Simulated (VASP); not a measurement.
A run of VASP 6.6.1 is set up as follows.

The input INCAR:

```
ALGO = Fast
EDIFF = 1E-6
ENCUT = 520
GGA = PS
ISIF = 2
ISMEAR = 0
LASPH = T
LCHARG = F
LREAL = F
LWAVE = F
NBANDS = 11
NELM = 100
PREC = Accurate
SIGMA = 0.15
```

KPOINTS

```
k-points
0
Gamma
  20 20 20
```

File POSCAR:

```
Pt
1.0
   -1.6189588721      1.5604422864      1.6189588721
    1.5019257007     -1.5604422864      1.5019257007
    1.6189588721      1.5604422864     -1.6189588721
Pt
1
Direct
    0.0000000000      0.0000000000      0.0000000000
```

Potentials or basis: VASP PAW PBE potentials, release 64 (Pt).

The run is started by

```bash
$ cat potpaw_PBE.64/Pt/POTCAR > POTCAR
$ mpirun -np 1 vasp_std > vasp.out
```

(1) Estimate the pressure.

(2) What does it give for the band gap on the k mesh?

Answers

(1) 2.0 GPa.

(2) zero (bands 5 and 6 overlap by 2.68 eV).

Caveat: the cell differs from its parent crystal (engineering shear strain xz -0.0750, engineering shear strain yz +0.0000); the PAW data sets were made with another functional, which shifts forces and pressure a little; spin-orbit coupling is left out, which moves the levels of the heavy elements.
